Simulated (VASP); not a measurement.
# Ge (Imma) in VASP: notebook, part 2 of 2

VASP 6.6.1.

### 5 Single point, PBEsol

The input, INCAR:

```
SYSTEM = Ge
ALGO = Normal
EDIFF = 1E-6
ENCUT = 500
GGA = PS
GGA_COMPAT = .FALSE.
ISIF = 2
ISMEAR = -1
LASPH = .TRUE.
LCHARG = .TRUE.
LELF = .TRUE.
LREAL = .FALSE.
LVHAR = .TRUE.
LWAVE = .FALSE.
NBANDS = 21
NELM = 120
PREC = Accurate
SIGMA = 0.15
```

The input, KPOINTS:

```
k-points
0
G
  7 7 7
  0 0 0
```

The input, POSCAR:

```
Ge
1.0
   -2.4958980000      2.6508630000      1.4369470000
    2.4958980000     -2.6508630000      1.4369470000
    2.4958980000      2.6508630000     -1.4369470000
Ge
2
Direct
    0.6859430000      0.9359430000      0.7500000000
    0.3140570000      0.0640570000      0.2500000000
```

Run with:

```
$ cat potpaw_PBE.64/Ge_d/POTCAR > POTCAR
$ mpirun -np 1 vasp_std > vasp.out
```

Run time: 44 s. Hardware: 1 thread of AMD EPYC 7R13 (Zen 3), shared host; peak memory 0.15 GiB.

The run converged. Its results:

```
Free energy            : -9.5744 eV
Pressure               : -2.8 GPa
Largest force          : 0.054 eV/Å
Band gap on the k mesh : zero (bands 14 and 15 overlap by 4.48 eV)
```

Forces on the atoms (eV/Å):
```
Ge   0.000  0.000 -0.054
Ge   0.000  0.000  0.054
```

Stress tensor (GPa, compression positive):
```
-1.24  0.00  0.00
 0.00 -4.21  0.00
 0.00  0.00 -3.00
```

Levels at points of the mesh, in eV from the Fermi level:
```tsv
k point	band 12	band 13	band 14	band 15	band 16	band 17
(0.00, 0.00, 0.00)	-3.77	-2.30	-1.85	3.48	6.99	7.22
```

Caveat: the PAW data sets were made with another functional, which shifts forces and pressure a little.

### 6 Single point, PBEsol

The input, INCAR:

```
PREC = Accurate
ENCUT = 500
EDIFF = 1E-6
ISMEAR = -1
SIGMA = 0.15
LREAL = False
LASPH = True
NELM = 120
ALGO = Normal
ISIF = 2
LWAVE = False
LCHARG = False
GGA = PS
NBANDS = 21
GGA_COMPAT = False
```

The input, KPOINTS:

```
Automatic mesh
0
Gamma
  8 8 8
```

POSCAR is that of step 5.

Potentials or basis: VASP PAW PBE potentials, release 64 (Ge_d).

Run with:

```
$ cat potpaw_PBE.64/Ge_d/POTCAR > POTCAR
$ mpirun -np 1 vasp_std > vasp.out
```

OUTCAR:

```text
PREC = Accurate
   ENCUT = 500
   EDIFF = 1E-6
   ISMEAR = -1
   LREAL = False
   LASPH = True
   NELM = 120
   ISIF = 2
   GGA = PS

 ion  position               nearest neighbor table
   1  0.686  0.936  0.750-   2 2.68   2 2.68   2 2.72   2 2.72
   2  0.314  0.064  0.250-   1 2.68   1 2.68   1 2.72   1 2.72

  LATTYP: Found a body centered orthorhombic cell.
 ALAT       =     2.8738940000
 B/A-ratio  =     1.7369450648
 C/A-ratio  =     1.8447882907

  Lattice vectors:

[... 764 lines left out ...]

------------------------ aborting loop because EDIFF is reached ----------------------------------------

  FORCE on cell =-STRESS in cart. coord.  units (eV):
  Direction    XX          YY          ZZ          XY          YZ          ZX
  --------------------------------------------------------------------------------------
  -------------------------------------------------------------------------------------
  Total       -0.6524267     -0.8398358     -0.3979915      0.0000000     -0.0000000      0.0000000
  in kB      -27.4870053    -35.3826306    -16.7675461      0.0000000     -0.0000000      0.0000000
  external PRESSURE =     -26.5457273 kB  Pullay stress =       0.0000000 kB

 VOLUME and BASIS-vectors are now :
 -----------------------------------------------------------------------------
  energy-cutoff  :      500.00
  volume of cell :       38.03
      direct lattice vectors                 reciprocal lattice vectors
    -2.495898000  2.650863000  1.436947000     0.000000000  0.188617820  0.347959946
     2.495898000 -2.650863000  1.436947000     0.200328699  0.000000000  0.347959946
     2.495898000  2.650863000 -1.436947000     0.200328699  0.188617820  0.000000000

 POSITION                                       TOTAL-FORCE (eV/Angst)
 -----------------------------------------------------------------------------------
      2.49590      1.32543      1.25285         0.000000      0.000000     -0.032286
      0.00000      1.32543      0.18409        -0.000000     -0.000000      0.032286
 -----------------------------------------------------------------------------------
    total drift:                               -0.000000     -0.000000      0.000000

  FREE ENERGIE OF THE ION-ELECTRON SYSTEM (eV)
  ---------------------------------------------------
  free  energy   TOTEN  =        -9.5466688821 eV

  energy  without entropy=       -9.4843191611  energy(sigma->0) =       -9.51549402
```

OSZICAR:

```text
N       E                     dE             d eps       ncg     rms          rms(c)
DAV:   1     0.170368374581E+03    0.17037E+03   -0.13781E+04  4610   0.366E+03
DAV:   2     0.137207688560E+02   -0.15665E+03   -0.15217E+03  4005   0.581E+02
DAV:   3    -0.895585541282E+01   -0.22677E+02   -0.22487E+02  4528   0.130E+02
DAV:   4    -0.957952827046E+01   -0.62367E+00   -0.62248E+00  4435   0.251E+01
DAV:   5    -0.958876551954E+01   -0.92372E-02   -0.92367E-02  4563   0.334E+00    0.204E+00
DAV:   6    -0.955823664848E+01    0.30529E-01   -0.33279E-02  5439   0.317E+00    0.111E+00
DAV:   7    -0.954716074419E+01    0.11076E-01   -0.17742E-02  5465   0.203E+00    0.134E-01
DAV:   8    -0.954666415418E+01    0.49659E-03   -0.23336E-03  4827   0.871E-01    0.423E-02
DAV:   9    -0.954666853886E+01   -0.43847E-05   -0.59454E-05  4918   0.955E-02    0.965E-03
DAV:  10    -0.954666888208E+01   -0.34322E-06   -0.27672E-06  4050   0.200E-02
   1 F= -.95466689E+01 E0= -.95154940E+01  d E =-.623497E-01
```

stdout:

```text
POSCAR found type information on POSCAR Ge
 POSCAR found :  1 types and       2 ions
 scaLAPACK will be used
 -----------------------------------------------------------------------------
|                                                                             |
|                                                                             |
|     You enforced a specific xc type in the INCAR file but a different       |
|     I HOPE YOU KNOW WHAT YOU ARE DOING!                                     |
|                                                                             |
 -----------------------------------------------------------------------------

 LDA part: xc-table for (Slater+PW92), standard interpolation
 POSCAR, INCAR and KPOINTS ok, starting setup
 FFT: planning ... GRIDC
 FFT: planning ... GRID_SOFT
 FFT: planning ... GRID
 WAVECAR not read
 entering main loop
```

Run time: 63 s. Hardware: 1 thread of AMD EPYC 7R13 (Zen 3), shared host; peak memory 0.17 GiB.

What came out:

| Quantity | Value |
| --- | --- |
| Free energy | -9.5467 eV |
| Pressure | -2.7 GPa |
| Largest force | 0.032 eV/Å |
| Band gap on the k mesh | zero (bands 14 and 15 overlap by 5.17 eV) |

Forces on the atoms (eV/Å):
```
Ge   0.000  0.000 -0.032
Ge   0.000  0.000  0.032
```

Caveat: the PAW data sets were made with another functional, which shifts forces and pressure a little.

### 7 The runs side by side

| k mesh | gap on the mesh (eV) | pressure (GPa) | largest force (eV/Å) |
| --- | --- | --- | --- |
| 4 × 4 × 4 | none | -2.8 | 0.13 |
| 5 × 5 × 5 | none | -1.8 | 0.08 |
| 6 × 6 × 6 | none | -2.1 | 0.04 |
| 7 × 7 × 7 | none | -2.8 | 0.05 |
| 8 × 8 × 8 | none | -2.7 | 0.03 |

Alike in all rows: task single point; level PBEsol; potentials or basis VASP PAW PBE potentials, release 64 (Ge_d); no spin polarisation; cell as given; cutoff (eV) 500; smearing fermi-dirac 0.15 eV.

Caveats: some runs use coarse meshes; the PAW data sets were made with another functional, which shifts forces and pressure a little.

Total energies depend on the potentials used, so only differences within one code and one set of settings carry meaning.
